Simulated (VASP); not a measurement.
NiMoIrPdW:

```
Ni Mo Pd Ir W
1.0
     2.76616    0.00000    0.00000
    -1.38308    2.39557    0.00000
     0.00000    0.00000   11.02292
Ni Mo Pd Ir W
1 1 1 1 1
Direct
  0.33333 0.66667 0.59712
  0.00000 0.00000 0.41074
  0.66667 0.33333 0.79520
  0.66667 0.33333 0.19960
  0.33333 0.66667 0.99734
```

Base run:

| Property | Result |
| --- | --- |
| Program | VASP 6.6.1 |
| Functional | RPBE |
| Potentials or basis | VASP PAW PBE potentials, release 64 (Ni, Mo_sv, Pd, Ir, W_sv) |
| Cutoff | 520 eV |
| k mesh | 8 × 8 × 2 |
| Occupations | fermi-dirac, width 0.05 eV |
| Spin | collinear spin, ferromagnetic start |
| Starting moments | [1.0, 1.0, 0.0, 0.6, 0.0] μB |

Its results: pressure 4.6 GPa; net moment 0.00 μB per cell; largest force 0.103 eV/Å.

**Question.** The run is repeated on the same cell with these changes: functional from RPBE to PBE; further incar settings from ALGO = Fast; EDIFF = 1e-06; NBANDS = 40 to ALGO = Fast; EDIFF = 1e-07; NBANDS = 40. What comes out?

**Answer.** Pressure 0.6 GPa; net moment 0.00 μB per cell; largest force 0.086 eV/Å.

Caveats: the cell stands under pressure (at least some runs); the PAW data sets were made with another functional, which shifts forces and pressure a little (at least some runs).
